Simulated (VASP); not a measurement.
A run of VASP 6.6.1:

File INCAR:

```
SYSTEM = WC
  PREC = Accurate
  ENCUT = 600
  EDIFF = 1E-6
  ISMEAR = 0
  SIGMA = 0.2
  LREAL = .FALSE.
  LASPH = .TRUE.
  NELM = 120
  ALGO = Normal
  ISIF = 2
  LWAVE = .FALSE.
  LCHARG = .FALSE.
  GGA = PE
  NBANDS = 26
  GGA_COMPAT = .FALSE.
```

Contents of KPOINTS:

```
Automatic mesh
0
G
  5 5 4
  0 0 0
```

Contents of POSCAR:

```
WC
1.0
    4.2330645918      0.0000000000      0.0000000000
   -2.1165322959      3.6659414723      0.0000000000
    0.0000000000      0.0000000000      4.3323209167
W C
2 2
Direct
    0.3333333333      0.6666666667      0.0000000000
    0.6666666667      0.3333333333      0.0000000000
    0.0000000000      0.0000000000      0.1574109262
    0.0000000000      0.0000000000      0.8425890738
```

Potentials or basis: VASP PAW PBE potentials, release 64 (W_sv, C).

Run with:

```console
$ cat potpaw_PBE.64/W_sv/POTCAR potpaw_PBE.64/C/POTCAR > POTCAR
$ mpirun -np 1 vasp_std > vasp.out
```

Hardware: 1 thread of AMD EPYC 9R45 96-Core Processor (Zen 5), on a shared host.

Q: How long does it take, and how much memory?

A: Run time: 20 s on 1 thread of AMD EPYC 9R45 96-Core Processor (Zen 5) (shared host), peak memory 0.18 GiB. Counts: scf iterations 14, k points 15.
